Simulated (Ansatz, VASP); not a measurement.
# Te: VASP beside Ansatz

INCAR

```
PREC     = Accurate       # precision mode
ENCUT    = 520            # plane-wave cutoff, eV
EDIFF    = 1E-6           # SCF threshold, eV
ISMEAR   = -1             # smearing method
SIGMA    = 0.05           # smearing width, eV
LREAL    = False          # projectors in reciprocal space
LASPH    = True           # aspherical terms in the spheres
NELM     = 60             # most SCF steps
ALGO     = Normal         # electronic algorithm
ISIF     = 2              # what is computed and relaxed
LWAVE    = False          # write WAVECAR
LCHARG   = False          # write CHGCAR
GGA      = PE             # functional
NBANDS   = 16             # bands
```

Contents of KPOINTS:

```
Automatic mesh
0
Gamma
  8 8 8
```

The input POSCAR:

```
Te
1.0
    4.2341000000     -2.3712000000      0.0000000000
    4.2341000000      2.3712000000      0.0000000000
   -0.1304500000      0.0000000000      4.0760705000
Te
3
Direct
    0.6760000000      0.6760000000      0.6750000000
    0.3240000000      0.3240000000      0.3250000000
    0.0000000000      0.0000000000      0.0000000000
```

Input for Ansatz:

```yaml
crystal:
  lattice:
    - [4.2341, -2.3712, 0.0]
    - [4.2341, 2.3712, 0.0]
    - [-0.13045, 0.0, 4.0760705]
  atoms:
    - { symbol: Te, position: [0.676, 0.676, 0.675] }
    - { symbol: Te, position: [0.324, 0.324, 0.325] }
    - { symbol: Te, position: [0.0, 0.0, 0.0] }
kpoints:
  mp_grid: { grid: [8, 8, 8] }
  band_path:
    path:
      - [0.0, 0.0, 0.0]
      - [-0.3284871857, 0.3284871857, 0.0]
      - [-0.6715128143, -0.3284871857, 0.0]
      - [-0.5, -0.5, 0.0]
      - [0.0, 0.0, 0.0]
      - [-0.5, -0.5, 0.5]
      - [-0.6767260334, -0.3232739666, 0.5]
      - [-0.3232739666, 0.3232739666, 0.5]
      - [0.0, 0.0, 0.5]
    npoints: 5
scf:
  occupations: { method: fermi_dirac, width: 0.05 }
hamiltonian:
  xc: pbe
  pseudopotentials: { kind: all_electron, lapw: { basis_error: 0.001 } }
output:
  forces: true
  stress: true
  eigenvalues: true
```

Change from the starting cell: zz strain of +3 %.

Alike in both runs: task single point; functional PBE; k mesh 8 × 8 × 8; occupations fermi-dirac, width 0.05 eV; no spin polarisation.

|  | VASP | Ansatz |
| --- | --- | --- |
| version | VASP 6.6.1 | Ansatz 0.2.0 |
| potentials or method | VASP PAW PBE potentials, release 64 (Te), cutoff 520 eV | all-electron LAPW, scalar-relativistic |

```tsv
	VASP	Ansatz	Ansatz less VASP
pressure (GPa)	7.5	7.6	+0.07
traceless stress, the component that is largest in VASP (GPa)	0.84	0.85	+0.002
rms of the force components (eV/Å)	0.214	0.213	-0.0015
```

Atom by atom the forces differ by 0.002 eV/Å (rms over components). Ansatz ran all-electron here, and VASP with PAW potentials.

Neither program's run includes spin-orbit coupling.
